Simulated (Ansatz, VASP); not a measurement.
# SnSe: VASP beside Ansatz

The input POSCAR:

```
SnSe
1.0
    0.0000000000      3.0690345955      3.0690345955
    3.0690345955      0.0000000000      3.0690345955
    3.0690345955      3.0690345955      0.0000000000
Sn Se
1 1
Direct
    0.0000000000      0.0000000000      0.0000000000
    0.5000000000      0.5000000000      0.5000000000
```

INCAR.step1

```
PREC = Accurate
ENCUT = 520
ISMEAR = -1
SIGMA = 0.05
LREAL = False
LASPH = True
NELM = 80
NBANDS = 17
GGA = PE
ALGO = Normal
EDIFF = 1E-4
LWAVE = True
LCHARG = False
```

Contents of INCAR.step2:

```
PREC = Accurate
ENCUT = 520
EDIFF = 1E-6
ISMEAR = -1
SIGMA = 0.05
LREAL = False
LASPH = True
NELM = 80
ALGO = Normal
ISIF = 2
LWAVE = False
LCHARG = True
METAGGA = R2SCAN
LMIXTAU = True
LELF = True
LVHAR = True
NBANDS = 17
ISTART = 1
```

The input KPOINTS:

```
regular mesh
0
Gamma
  8 8 8
```

Contents of input.yaml:

```yaml
crystal:
  lattice:
    - [0.0, 3.0690345955, 3.0690345955]
    - [3.0690345955, 0.0, 3.0690345955]
    - [3.0690345955, 3.0690345955, 0.0]
  atoms:
    - { symbol: Sn, position: [0.0, 0.0, 0.0] }
    - { symbol: Se, position: [0.5, 0.5, 0.5] }
hamiltonian:
  xc: r2scan
  pseudopotentials: { kind: paw }
kpoints:
  mp_grid: { grid: [8, 8, 8] }
scf:
  occupations: { method: fermi_dirac, width: 0.05 }
output:
  forces: true
  stress: true
  eigenvalues: true
  write_density: true
  write_potential: true
  elf: true
  volumetric_format: npy
```

Alike in both runs: task single point; functional r2SCAN; k mesh 8 × 8 × 8; occupations fermi-dirac, width 0.05 eV; no spin polarisation.

|  | VASP | Ansatz |
| --- | --- | --- |
| version | VASP 6.6.1 | Ansatz 0.2.0 |
| potentials or method | VASP PAW PBE potentials, release 64 (Sn_d, Se) | Ansatz PAW |
| plane-wave cutoff (eV) | 520 | 500 |
| valence electrons in the cell | 20 | 30 |

```csv
,VASP,Ansatz,Ansatz less VASP
gap on the k mesh at the Fermi level (eV),0.20,0.20,0.000
least direct gap on the mesh (eV),0.20,0.20,0.000
pressure (GPa),-2.8,-2.8,+0.01
```

VASP's potentials were made for PBE, not for r2SCAN. VASP's potentials hold 20 valence electrons a cell and Ansatz's 30, so a difference there can come from the potentials and not from the codes.
